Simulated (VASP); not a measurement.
# AlN (I4/mmm) in VASP: notebook

The runs below take AlN through single point, with PBE.

Program: VASP 6.6.1. These are calculated values, not measurements. Logs are shortened: lines on timing, memory, paths and dates and some standing lists are left out, and cuts for length are marked.

## Step 1: The cell of the first run

The structure is tetragonal, space group I4/mmm (No. 139). The conventional cell has a = 2.855 Å, b = 2.855 Å, c = 3.876 Å, α = 90.00°, β = 90.00°, γ = 90.00°. Al (site symmetry 4/mmm) has 6 N at 1.94 to 2.02 Å within 2.6 Å. N (site symmetry 4/mmm) has 6 Al at 1.94 to 2.02 Å within 2.6 Å.

## Step 2: Single point, PBE (uniaxial z strain -4.0%)

Input file INCAR:

```
PREC     = Accurate       # precision mode
ENCUT    = 520            # plane-wave cutoff, eV
EDIFF    = 1E-7           # SCF threshold, eV
ISMEAR   = 0              # smearing method
SIGMA    = 0.01           # smearing width, eV
LREAL    = False          # projectors in reciprocal space
LASPH    = True           # aspherical terms in the spheres
NELM     = 60             # most SCF steps
ALGO     = Normal         # electronic algorithm
ISIF     = 2              # what is computed and relaxed
LWAVE    = False          # write WAVECAR
LCHARG   = False          # write CHGCAR
GGA      = PE             # functional
NBANDS   = 11             # bands
```

Input file KPOINTS:

```
Automatic mesh
0
Gamma
  6 6 6
```

Input file POSCAR:

```
AlN
1.0
    0.0000000000      2.0188684521      1.9381137141
    2.0188684521      0.0000000000      1.9381137141
    2.0188684521      2.0188684521      0.0000000000
Al N
1 1
Direct
    0.0000000000      0.0000000000      0.0000000000
    0.5000000000      0.5000000000      0.5000000000
```

Potentials or basis: VASP PAW PBE potentials, release 64 (Al, N).

Command:

```bash
> cat potpaw_PBE.64/Al/POTCAR potpaw_PBE.64/N/POTCAR > POTCAR
> mpirun -np 1 vasp_std > vasp.out
```

OUTCAR:

```text
PREC = Accurate
   ENCUT = 520
   EDIFF = 1E-7
   ISMEAR = 0
   LREAL = False
   LASPH = True
   NELM = 60
   ISIF = 2
   GGA = PE

 ion  position               nearest neighbor table
   1  0.000  0.000  0.000-   2 1.94   2 1.94   2 2.02   2 2.02   2 2.02   2 2.02
   2  0.500  0.500  0.500-   1 1.94   1 1.94   1 2.02   1 2.02   1 2.02   1 2.02

  LATTYP: Found a body centered tetragonal cell.
 ALAT       =     2.8551111456
 C/A-ratio  =     1.3576450199

  Lattice vectors:

 A1 = (   0.0000000000,  -2.0188684521,  -1.9381137141)
 A2 = (   0.0000000000,   2.0188684521,  -1.9381137141)
 A3 = (   2.0188684521,   0.0000000000,   1.9381137141)

Analysis of symmetry for initial positions (statically):
=====================================================================
 Subroutine PRICEL returns:
 Original cell was already a primitive cell.

 Routine SETGRP: Setting up the symmetry group for a
 body centered tetragonal supercell.

 Subroutine GETGRP returns: Found 16 space group operations
 (whereof 16 operations were pure point group operations)
 out of a pool of 16 trial point group operations.

The static configuration has the point symmetry D_4h.

Analysis of symmetry for dynamics (positions and initial velocities):
=====================================================================
 Subroutine PRICEL returns:
 Original cell was already a primitive cell.

 Routine SETGRP: Setting up the symmetry group for a
 body centered tetragonal supercell.

 Subroutine GETGRP returns: Found 16 space group operations
 (whereof 16 operations were pure point group operations)
 out of a pool of 16 trial point group operations.

The dynamic configuration has the point symmetry D_4h.

 Subroutine INISYM returns: Found 16 space group operations
 (whereof 16 operations are pure point group operations),
 and found     1 'primitive' translations

----------------------------------------------------------------------------------------

                                     Primitive cell

  volume of cell :      15.7988

  direct lattice vectors                    reciprocal lattice vectors
     0.000000000  2.018868452  1.938113714    -0.247663487  0.247663487  0.257982799
     2.018868452  0.000000000  1.938113714     0.247663487 -0.247663487  0.257982799
     2.018868452  2.018868452  0.000000000     0.247663487  0.247663487 -0.257982799

  length of vectors
     2.798591538  2.798591538  2.855111146     0.435005206  0.435005206  0.435005206

  position of ions in fractional coordinates (direct lattice)
     0.000000000  0.000000000  0.000000000
     0.500000000  0.500000000  0.500000000

  ion indices of the primitive-cell ions
   primitive index   ion index
                 1           1
[... 80 lines left out ...]
   ISYM   =      2    0-nonsym 1-usesym 2-fastsym
   POTIM  = 0.5000    time-step for ionic-motion
   TEBEG  =    0.0;   TEEND  =   0.0 temperature during run
   PSTRESS=    0.0 pullay stress
   NELECT =       8.0000    total number of electrons
   NUPDOWN=      -1.0000    fix difference up-down
   EMIN   =  10.00;   EMAX   =-10.00  energy-range for DOS
   EFERMI =   0.00;   METHOD = LEGACY
   ISMEAR =     0;   SIGMA  =   0.01  broadening in eV -4-tet -1-fermi 0-gaus
   EFERMI_NEDOS =   21; number of points for ismear=-14 and -15
   IALGO  =     38    algorithm
   IMIX   =      4    mixing-type and parameters
     AMIX     =   0.40;   BMIX     =  1.00
     AMIX_MAG =   1.60;   BMIX_MAG =  1.00
  volume/ion in A,a.u.               =       7.90        53.31
  Fermi-wavevector in a.u.,A,eV,Ry     =   1.304857  2.465823 23.165999  1.702653
  Thomas-Fermi vector in A             =   2.435765
   LORBIT       =      0    0 simple, 1 ext, 2 COOP (PROOUT), +10 PAW based schemes
   GGA     = PE    functional components
   LHFCALC =     F    Hartree Fock is set to
   AEXX    =    0.0000 exact exchange contribution
   IVDW    =     0    specifies the selected vdW correction
   LEPSILON=     F    determine dielectric tensor
   LRPA    =     F    only Hartree local field effects (RPA)
 non-spin polarized calculation
 Gauss-broadening in eV      SIGMA  =   0.01
  energy-cutoff  :      520.00
  volume of cell :       15.80
 maximum number of plane-waves:       443
 NGX is ok and might be reduce to    24
   NGX = 11   NGY = 11   NGZ = 11

 number of electron       7.9999999 magnetization

 Free energy of the ion-electron system (eV)
  ---------------------------------------------------
  ext. energy  EPLUGINS =         0.00000000
  ---------------------------------------------------
  free energy    TOTEN  =       -14.46200661 eV

  energy without entropy =      -14.46200661  energy(sigma->0) =      -14.46200661

 E-fermi :  10.7053     XC(G=0): -12.4938

 val. band max:       10.6561730413   @ k =   0.0000   0.0000   0.0000
 cond. band min:      15.3710307820   @ k =   0.5000   0.5000   0.0000
 fundamental gap:      4.7148577406
 Fermi energy:        10.7052922983

 k-point     1 :       0.0000    0.0000    0.0000
  band No.  band energies     occupation
      1      -7.4131      2.00000
      2      10.3510      2.00000
      3      10.6562      2.00000
      4      10.6562      2.00000
      5      16.8647      0.00000
      6      22.7024      0.00000
      7      22.7024      0.00000
      8      23.2592      0.00000
      9      27.9899      0.00000
     10      28.1571      0.00000
     11      29.4228      0.00000
[... 309 lines left out ...]
 k-point    24 :       0.5000    0.0000    0.3333
  band No.  band energies     occupation
      1      -3.4055      2.00000
      2       3.5857      2.00000
      3       6.3937      2.00000
      4       8.1255      2.00000
      5      16.6306      0.00000
      6      18.5531      0.00000
      7      23.6955      0.00000
      8      26.5082      0.00000
      9      28.2335      0.00000
     10      34.5779      0.00000
     11      36.0411      0.00000

 [... further k-points ...]
[... 5 lines left out ...]
  --------------------------------------------------------------------------------------
  -------------------------------------------------------------------------------------
  Total        1.3676642      1.3676642      2.9687696      0.0000000      0.0000000      0.0000000
  in kB      138.6962662    138.6962662    301.0660463      0.0000000      0.0000000      0.0000000
  external PRESSURE =     192.8195262 kB  Pullay stress =       0.0000000 kB

 VOLUME and BASIS-vectors are now :
 -----------------------------------------------------------------------------
  energy-cutoff  :      520.00
  volume of cell :       15.80
      direct lattice vectors                 reciprocal lattice vectors
     0.000000000  2.018868452  1.938113714    -0.247663487  0.247663487  0.257982799
     2.018868452  0.000000000  1.938113714     0.247663487 -0.247663487  0.257982799
     2.018868452  2.018868452  0.000000000     0.247663487  0.247663487 -0.257982799

 POSITION                                       TOTAL-FORCE (eV/Angst)
 -----------------------------------------------------------------------------------
      0.00000      0.00000      0.00000        -0.000000     -0.000000     -0.000000
      2.01887      2.01887      1.93811         0.000000      0.000000      0.000000
 -----------------------------------------------------------------------------------
    total drift:                               -0.000000     -0.000000      0.000000

  FREE ENERGIE OF THE ION-ELECTRON SYSTEM (eV)
  ---------------------------------------------------
  free  energy   TOTEN  =       -14.4620066122 eV

  energy  without entropy=      -14.4620066122  energy(sigma->0) =      -14.46200661
```

Run time: 6.2 s. Hardware: 1 thread of Intel Xeon 8259CL, shared host; peak memory 0.13 GiB.

Results:

```
Free energy            : -14.4620 eV
Pressure               : 19.3 GPa
Band gap on the k mesh : 4.71 eV, indirect (least direct gap 6.21 eV)
```

Levels at points of the mesh, in eV from the valence-band top:
| k point | band 1 | band 2 | band 3 | band 4 | band 5 | band 6 | band 7 | band 8 |
| --- | --- | --- | --- | --- | --- | --- | --- | --- |
| (0.00, 0.00, 0.00) | -18.07 | -0.31 | 0.00 | 0.00 | 6.21 | 12.05 | 12.05 | 12.60 |
| (0.50, 0.00, 0.00) | -14.63 | -8.69 | -1.35 | -1.19 | 6.27 | 10.80 | 11.86 | 13.85 |
| (0.50, 0.50, 0.00) | -13.36 | -7.64 | -3.23 | -3.23 | 4.71 | 4.86 | 14.85 | 17.59 |
| (0.50, 0.00, 0.50) | -13.70 | -7.86 | -3.17 | -2.64 | 5.10 | 5.28 | 14.33 | 17.32 |

Caveat: the k points lie up to 0.46 Å⁻¹ apart; the cell differs from its parent crystal (uniaxial z strain -4.0%).

## Step 3: Single point, PBE (uniaxial z strain -3.0%)

Input file INCAR:

```
SYSTEM = AlN
PREC = Accurate ; ENCUT = 520
EDIFF = 1E-6 ; ISMEAR = 0
SIGMA = 0.01 ; LREAL = .FALSE.
LASPH = .TRUE. ; NELM = 100
ALGO = Normal ; ISIF = 2
LWAVE = .FALSE. ; LCHARG = .TRUE.
GGA = PE ; LELF = .TRUE.
LVHAR = .TRUE. ; NBANDS = 11
```

Input file KPOINTS:

```
regular mesh
0
G
  6 6 6
  0 0 0
```

Input file POSCAR:

```
AlN
1.0
    0.0000000000      2.0188684521      1.9583023986
    2.0188684521      0.0000000000      1.9583023986
    2.0188684521      2.0188684521      0.0000000000
Al N
1 1
Direct
    0.0000000000      0.0000000000      0.0000000000
    0.5000000000      0.5000000000      0.5000000000
```

Potentials or basis: VASP PAW PBE potentials, release 64 (Al, N).

Command:

```bash
> cat potpaw_PBE.64/Al/POTCAR potpaw_PBE.64/N/POTCAR > POTCAR
> mpirun -np 1 vasp_std > vasp.out
```

Run time: 7.4 s. Hardware: 1 thread of Intel Xeon 8259CL, shared host; peak memory 0.13 GiB.

It converged, with:

* Free energy: -14.4894 eV
* Pressure: 15.6 GPa
* Band gap on the k mesh: 4.69 eV, indirect (least direct gap 6.09 eV)

Stress tensor (GPa, compression positive):
```
11.81  0.00  0.00
 0.00 11.81  0.00
 0.00  0.00 23.06
```

Levels at points of the mesh, in eV from the valence-band top:
```
           k point  band 1  band 2  band 3  band 4  band 5  band 6  band 7  band 8  band 9
(0.00, 0.00, 0.00)  -17.95   -0.23    0.00    0.00    6.09   12.08   12.08   12.49   17.45
(0.50, 0.00, 0.00)  -14.55   -8.60   -1.28   -1.16    6.25   10.86   11.62   13.73   16.42
(0.50, 0.50, 0.00)  -13.35   -7.59   -3.12   -3.12    4.69    4.97   14.66   17.52   17.52
(0.50, 0.00, 0.50)  -13.60   -7.74   -3.08   -2.69    4.98    5.28   14.27   17.32   18.36
```

Caveat: the k points lie up to 0.45 Å⁻¹ apart; the cell differs from its parent crystal (uniaxial z strain -3.0%).

## Step 4: Single point, PBE (uniaxial z strain -2.0%)

Input file INCAR:

```
SYSTEM = AlN
PREC     = Accurate       ! precision mode
ENCUT    = 520            ! plane-wave cutoff, eV
EDIFF    = 1E-6           ! SCF threshold, eV
ISMEAR   = 0              ! smearing method
SIGMA    = 0.01           ! smearing width, eV
LREAL    = .False.        ! projectors in reciprocal space
LASPH    = .True.         ! aspherical terms in the spheres
NELM     = 100            ! most SCF steps
ALGO     = Normal         ! electronic algorithm
ISIF     = 2              ! what is computed and relaxed
LWAVE    = .False.        ! write WAVECAR
LCHARG   = .False.        ! write CHGCAR
GGA      = PE             ! functional
NBANDS   = 11             ! bands
```

Input file KPOINTS:

```
regular mesh
0
Gamma
  6 6 6
  0 0 0
```

Input file POSCAR:

```
AlN
1.0
    0.0000000000      2.0188684521      1.9784910831
    2.0188684521      0.0000000000      1.9784910831
    2.0188684521      2.0188684521      0.0000000000
Al N
1 1
Direct
    0.0000000000      0.0000000000      0.0000000000
    0.5000000000      0.5000000000      0.5000000000
```

Command:

```bash
> cat potpaw_PBE.64/Al/POTCAR potpaw_PBE.64/N/POTCAR > POTCAR
> mpirun -np 1 vasp_std > vasp.out
```

It took 6.7 s on 1 thread of Intel Xeon 8259CL, shared host; peak memory 0.13 GiB.

Results (log left out):

| Item | Value |
| --- | --- |
| Free energy | -14.5099 eV |
| Pressure | 12.1 GPa |
| Band gap on the k mesh | 4.67 eV, indirect (least direct gap 5.98 eV) |

Stress tensor (GPa, compression positive):
```
 9.83  0.00  0.00
 0.00  9.83  0.00
 0.00  0.00 16.75
```

Levels at points of the mesh, in eV from the valence-band top:
```csv
k point,band 1,band 2,band 3,band 4,band 5,band 6,band 7,band 8,band 9
"(0.00, 0.00, 0.00)",-17.83,-0.15,0.00,0.00,5.98,12.11,12.11,12.38,17.41
"(0.50, 0.00, 0.00)",-14.47,-8.51,-1.21,-1.13,6.23,10.91,11.41,13.61,16.32
"(0.50, 0.50, 0.00)",-13.34,-7.53,-3.01,-3.01,4.67,5.08,14.47,17.45,17.45
"(0.50, 0.00, 0.50)",-13.51,-7.63,-2.99,-2.73,4.86,5.28,14.21,17.32,18.01
```

Caveat: the k points lie up to 0.45 Å⁻¹ apart; the cell differs from its parent crystal (uniaxial z strain -2.0%). A k mesh can miss the band edges.

## Step 5: Summary

| cell | gap on the mesh (eV) | pressure (GPa) |
| --- | --- | --- |
| a = 2.799, b = 2.799, c = 2.855 Å, angles 59.3, 59.3, 61.3°, 2 atoms | 4.71 | 19.3 |
| a = 2.813, b = 2.813, c = 2.855 Å, angles 59.5, 59.5, 61.0°, 2 atoms | 4.69 | 15.6 |
| a = 2.827, b = 2.827, c = 2.855 Å, angles 59.7, 59.7, 60.7°, 2 atoms | 4.67 | 12.1 |

Alike in all rows: task single point; level PBE; potentials or basis VASP PAW PBE potentials, release 64 (Al, N); no spin polarisation; k mesh 6 × 6 × 6; cutoff (eV) 520; smearing gaussian 0.01 eV.

Caveats: all runs use coarse meshes.

Absolute energies hang on the potentials; compare differences alone.
